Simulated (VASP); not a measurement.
**C: single point with PBEsol+D3(BJ)**

C:

```xyz
4
Lattice="2.3228 0.0000 0.0000 -1.1614 2.0116 0.0000 0.0000 0.0000 7.0148" Properties=species:S:1:pos:R:3 pbc="T T T"
C     0.0000    0.0000    0.0175
C     0.0000    0.0000    3.5249
C     0.0000    1.3411    0.0175
C     1.1614    0.6705    3.5249
```

```yaml
Program: VASP 6.6.1
Task: single point
Functional: PBEsol
Dispersion: D3(BJ)
Potentials_or_basis: VASP PAW PBE potentials, release 64 (C)
Cutoff: 520 eV
k_mesh: 21 × 21 × 8
Occupations: gaussian, width 0.15 eV
Spin: no spin polarisation
Dipole_correction: no
Further_INCAR_settings: ALGO = Normal; EDIFF = 1e-06; NBANDS = 16
```

```json
{"Pressure": "59.6 GPa", "Band gap on the k mesh": "zero (bands 8 and 9 overlap by 0.01 eV)", "Dispersion energy per atom": "-0.097 eV"}
```

Stress tensor (GPa, compression positive):
```
90.31  0.00  0.00
 0.00 90.31  0.00
 0.00  0.00 -1.85
```

Levels at points of the mesh, in eV from the Fermi level:
| k point | band 4 | band 5 | band 6 | band 7 | band 8 | band 9 | band 10 | band 11 | band 12 | band 13 |
| --- | --- | --- | --- | --- | --- | --- | --- | --- | --- | --- |
| (0.00, 0.00, 0.00) | -8.15 | -2.86 | -2.86 | -2.85 | -2.85 | 3.02 | 8.68 | 9.55 | 9.55 | 9.58 |
| (0.00, 0.00, 0.50) | -8.95 | -2.86 | -2.86 | -2.86 | -2.86 | 5.32 | 5.32 | 9.56 | 9.56 | 9.56 |

It took 2.2 min on 1 thread of AMD EPYC 7R13 (shared host), peak memory 0.19 GiB.

Caveat: the cell stands under pressure; the PAW data sets were made with another functional, which shifts forces and pressure a little.
